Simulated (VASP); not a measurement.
A run of VASP 6.6.1 is set up as follows.

The input INCAR:

```
PREC = Accurate
ENCUT = 500
EDIFF = 1E-7
ISMEAR = 1
SIGMA = 0.1
LREAL = False
LASPH = True
NELM = 120
ALGO = Normal
ISIF = 3
LWAVE = False
LCHARG = False
GGA = PS
IBRION = 2
NSW = 80
EDIFFG = -0.01
GGA_COMPAT = False
NELMIN = 4
```

File KPOINTS:

```
Automatic mesh
0
Gamma
  14 14 14
```

Contents of POSCAR:

```
Y
1.0
    0.0000000000      2.5450000000      2.5450000000
    2.5450000000      0.0000000000      2.5450000000
    2.5450000000      2.5450000000      0.0000000000
Y
1
Direct
    0.0000000000      0.0000000000      0.0000000000
```

Potentials or basis: VASP PAW PBE potentials, release 64 (Y_sv).

Launch:

```bash
$ cat potpaw_PBE.64/Y_sv/POTCAR > POTCAR
$ mpirun -np 1 vasp_std > vasp.out
```

Problem. What does it give for the space group after relaxing (to 0.1 Å)?

Solution. Fm-3m (No. 225).

Problem. What does it give for the relaxed cell?

Solution. a = 3.515 Å, b = 3.515 Å, c = 3.515 Å, α = 60.00°, β = 60.00°, γ = 60.00°.

The path:
| step | energy change (eV) | largest force (eV/Å) | pressure (GPa) | volume (Å³) |
| --- | --- | --- | --- | --- |
| 1 | 0.0000 | 0.0000 | -2.63 | 32.97 |
| 2 | -0.0192 | 0.0000 | 0.37 | 30.45 |
| 3 | -0.0195 | 0.0000 | 0.00 | 30.71 |

Caveat: the PAW data sets were made with another functional, which shifts forces and pressure a little.
